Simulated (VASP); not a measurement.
Ag: single point with PBEsol

Crystal: Ag.

```
Ag
1.0
     4.05567    0.00000    0.00000
     0.00000    4.05567    0.00000
     0.00000    0.00000    4.05567
Ag
4
Direct
  0.00000 0.00000 0.00000
  0.00000 0.50000 0.50000
  0.50000 0.00000 0.50000
  0.50000 0.50000 0.00000
```

| Item | Value |
| --- | --- |
| Program | VASP 6.6.1 |
| Task | single point |
| Functional | PBEsol |
| Potentials or basis | VASP PAW PBE potentials, release 64 (Ag) |
| Cutoff | 500 eV |
| k mesh | 6 × 6 × 6 |
| Occupations | fermi-dirac, width 0.1 eV |
| Spin | no spin polarisation |

```json
{"Pressure": "-0.2 GPa", "Band gap on the k mesh": "zero (band 22 reaches 10.06 eV, above the bottom of band 23 at 8.01 eV)"}
```

Levels at points of the mesh, in eV from the Fermi level:
```
           k point  band 19  band 20  band 21  band 22  band 23  band 24  band 25  band 26
(0.00, 0.00, 0.00)    -2.67    -2.67    -2.67     1.56     1.56     1.56     6.93     6.93
(0.50, 0.00, 0.00)    -3.33    -3.33    -2.67    -2.67     6.05     6.05     6.05     6.05
(0.50, 0.50, 0.00)    -3.72    -3.72    -0.49    -0.49    -0.49    -0.49     9.45     9.45
(0.50, 0.50, 0.50)    -2.89    -2.89    -0.48    -0.48    -0.48    -0.48     3.75     3.75
```

It took 16 s on 1 thread of Intel(R) Xeon(R) 6975P-C (Granite Rapids) (shared host), peak memory 0.17 GiB.

Caveat: the PAW data sets were made with another functional, which shifts forces and pressure a little.
